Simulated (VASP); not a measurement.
Write the native input for VASP 6.6.1 that does the following.

- Task: single point
- Functional: PBEsol
- Potentials or basis: VASP PAW PBE potentials, release 64 (Cd, Se)
- Cutoff: 520 eV
- k mesh: 7 × 7 × 4
- Occupations: fermi-dirac, width 0.05 eV
- Spin: no spin polarisation
- Dipole correction: no
- Further INCAR settings: ALGO = Normal; EDIFF = 1e-07; NBANDS = 26

The structure of CdSe lies in POSCAR:

```
CdSe
1.0
    4.2122202675      0.0000000000      0.0000000000
   -2.1061101337      3.6478897580      0.0000000000
    0.0000000000      0.0000000000      6.8766944832
Cd Se
2 2
Direct
    0.6666666667      0.3333333333      0.5000000000
    0.3333333333      0.6666666667      0.0000000000
    0.6666666667      0.3333333333      0.8850000000
    0.3333333333      0.6666666667      0.3850000000
```

One way to write it, as run:

INCAR

```
SYSTEM = CdSe
PREC = Accurate ; ENCUT = 520
EDIFF = 1E-7 ; ISMEAR = -1
SIGMA = 0.05 ; LREAL = .False.
LASPH = .True. ; NELM = 100
ALGO = Normal ; ISIF = 2
LWAVE = .False. ; LCHARG = .True.
GGA = PS ; LELF = .True.
LVHAR = .True. ; NBANDS = 26
```

KPOINTS

```
Automatic mesh
0
Gamma
  7 7 4
  0 0 0
```

Potentials or basis: VASP PAW PBE potentials, release 64 (Cd, Se).

Run with:

```sh
$ cat potpaw_PBE.64/Cd/POTCAR potpaw_PBE.64/Se/POTCAR > POTCAR
$ mpirun -np 1 vasp_std > vasp.out
```

Results of the run:

- Pressure: 4.4 GPa
- Largest force: 0.344 eV/Å
- Band gap on the k mesh: 0.71 eV

Caveat: the cell stands under pressure; semilocal functionals underestimate gaps, and a narrow one can read as zero; the PAW data sets were made with another functional, which shifts forces and pressure a little.

Run time: 100 s on 1 thread of Intel Xeon 8259CL, on a shared host, peak memory 0.25 GiB.
